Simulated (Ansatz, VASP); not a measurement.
One calculation of Ni, two programs

```
CELL_PARAMETERS angstrom
-1.38372 1.38372 1.38372
1.38372 -1.38372 1.38372
1.38372 1.38372 -1.38372
ATOMIC_POSITIONS crystal
Ni 0.00000 0.00000 0.00000
```

Alike in both runs: functional PBEsol-based screened hybrid with a share of 0.25 of exact exchange and HFSCREEN = 0.207; k mesh 7 × 7 × 7; occupations fermi-dirac, width 0.05 eV; collinear spin.

|  | VASP | Ansatz |
| --- | --- | --- |
| version | VASP 6.6.1 | Ansatz 0.2.0 |
| potentials or method | VASP PAW PBE potentials, release 64 (Ni) | Ansatz PAW |
| plane-wave cutoff (eV) | 520 | 420 |
| valence electrons in the cell | 10 | 18 |
| task | single point | band structure |

Ansatz gave:

* gap on the k mesh at the Fermi level (eV): none
* pressure (GPa): -1.0
* net moment per atom (μB): 0.86
* size of the moment on the site where the two differ most (μB): 0.93

Estimate VASP's values.

gap on the k mesh at the Fermi level (eV): none; pressure (GPa): -0.2; net moment per atom (μB): 0.86; size of the moment on the site where the two differ most (μB): 0.86.

VASP's potentials were made for PBE, not for PBEsol-based screened hybrid. Site moments also hang on the region over which each program counts them. A gap of «none» marks a metal or a gap that the smearing closes. With one functional, cell and mesh, what is left measures potentials, basis and numerics. VASP's potentials hold 10 valence electrons a cell and Ansatz's 18, so a difference there can come from the potentials and not from the codes.

The k mesh is coarse, so the values compare programs but aren't converged. Noted on Ansatz's run: the magnetic or orbital state may not be the lowest.
